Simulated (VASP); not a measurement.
Write the native input for VASP 6.6.1 that does the following.

```
Task                   : single point
Functional             : PBE
Potentials or basis    : VASP PAW PBE potentials, release 64 (Ti_sv, H)
Cutoff                 : 520 eV
k mesh                 : 6 × 6 × 6
Occupations            : gaussian, width 0.1 eV
Spin                   : no spin polarisation
Dipole correction      : no
Further INCAR settings : ALGO = Normal; EDIFF = 1e-06; NBANDS = 18
```

The structure of TiH5 lies in POSCAR:

```
TiH5
1.0
    4.2510521900      0.0000000000      0.0000000000
   -2.1255261000      3.6815191900      0.0000000000
    0.0000000000      0.0000000000      3.4832552500
Ti H
1 5
Direct
    0.0000000000      0.0000000000      0.0000000000
    0.3333333300      0.6666666700      0.0000000000
    0.6666666700      0.3333333300      0.0000000000
    0.5000000000      0.0000000000      0.5000000000
    0.5000000000      0.5000000000      0.5000000000
    0.0000000000      0.5000000000      0.5000000000
```

The cell was generated, and may not be a known phase.

One way to write it, as run:

INCAR

```
SYSTEM = TiH5
ALGO = Normal ; EDIFF = 1E-6
ENCUT = 520 ; GGA = PE
ISIF = 2 ; ISMEAR = 0
LASPH = .TRUE. ; LCHARG = .TRUE.
LELF = .TRUE. ; LREAL = .FALSE.
LVHAR = .TRUE. ; LWAVE = .FALSE.
NBANDS = 18 ; NELM = 100
PREC = Accurate ; SIGMA = 0.1
```

KPOINTS

```
k-points
0
G
  6 6 6
  0 0 0
```

Potentials or basis: VASP PAW PBE potentials, release 64 (Ti_sv, H).

Command:

```bash
$ cat potpaw_PBE.64/Ti_sv/POTCAR potpaw_PBE.64/H/POTCAR > POTCAR
$ mpirun -np 1 vasp_std > vasp.out
```

Results of the run:

The pressure is -27.9 GPa and the band gap on the k mesh is zero (an odd number of electrons rules out a gap without spin polarisation).

Caveat: the stress differs along the axes, from -30 to -24 GPa.

Run time: 13 s on 1 thread of Intel(R) Xeon(R) 6975P-C (Granite Rapids), with other jobs on the host, peak memory 0.16 GiB.
